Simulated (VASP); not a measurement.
**Cu: single point with PBEsol**

The system is Cu.

```
CELL_PARAMETERS angstrom
0.00000 1.78184 1.78184
1.78184 0.00000 1.78184
1.78184 1.78184 0.00000
ATOMIC_POSITIONS crystal
Cu 0.00000 0.00000 0.00000
```

| Item | Value |
| --- | --- |
| Program | VASP 6.6.1 |
| Task | single point |
| Functional | PBEsol |
| Potentials or basis | VASP PAW PBE potentials, release 64 (Cu) |
| Cutoff | 520 eV |
| k mesh | 10 × 10 × 10 |
| Occupations | gaussian, width 0.1 eV |
| Spin | no spin polarisation |

| Property | Result |
| --- | --- |
| Pressure | 0.6 GPa |

Levels at points of the mesh, in eV from the Fermi level:
```
           k point  band 3  band 4  band 5  band 6  band 7  band 8  band 9  band 10
(0.00, 0.00, 0.00)   -3.04   -3.04   -2.15   -2.15   23.06   26.01   26.01    26.01
(0.50, 0.00, 0.00)   -3.07   -1.54   -1.54   -1.03    4.09   21.53   22.82    22.82
(0.50, 0.50, 0.00)   -1.56   -1.39   -1.39    1.56    7.53   13.50   13.50    18.13
```

Run time: 20 s on 1 thread of AMD EPYC 7R13, on a shared host, peak memory 0.09 GiB.

Caveat: the PAW data sets were made with another functional, which shifts forces and pressure a little.
